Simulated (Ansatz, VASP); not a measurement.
TaN: VASP beside Ansatz

```
CELL_PARAMETERS angstrom
5.17892 0.00000 0.00000
-2.58946 4.48508 0.00000
0.00000 0.00000 2.89600
ATOMIC_POSITIONS crystal
Ta 0.34058 0.66940 0.50000
Ta 0.67118 0.33060 0.50000
Ta 0.98841 0.00000 0.00000
N 0.38846 0.00000 0.00000
N 0.60589 0.60246 0.00000
N 0.00343 0.39754 0.00000
```

Change from the starting cell: mode 5 (187.2 1/cm) frozen in, largest displacement -0.060 Å.

Alike in both runs: task single point; functional PBEsol; k mesh 12 × 12 × 16; occupations gaussian, width 0.15 eV; no spin polarisation.

```csv
,VASP,Ansatz
version,VASP 6.6.1,Ansatz 0.2.0
potentials or method,"VASP PAW PBE potentials, release 64 (Ta_pv, N), cutoff 520 eV","scalar-relativistic, plane waves, PAW"
valence electrons in the cell,48,54
```

|  | VASP | Ansatz | Ansatz less VASP |
| --- | --- | --- | --- |
| gap on the k mesh at the Fermi level (eV) | none | none | - |
| pressure (GPa) | 1.2 | 0.3 | -0.88 |
| traceless stress, the component that is largest in VASP (GPa) | 1.06 | 1.00 | -0.062 |
| rms of the force components (eV/Å) | 0.426 | 0.423 | -0.0029 |

VASP's potentials were made for PBE, not for PBEsol. Atom by atom the forces differ by 0.007 eV/Å (rms over components). A gap of «none» marks a metal or a gap that the smearing closes. The functional is the same, so the differences come from potentials, cutoffs and numerics. VASP's potentials hold 48 valence electrons a cell and Ansatz's 54, so a difference there can come from the potentials and not from the codes.

Neither program's run includes spin-orbit coupling.
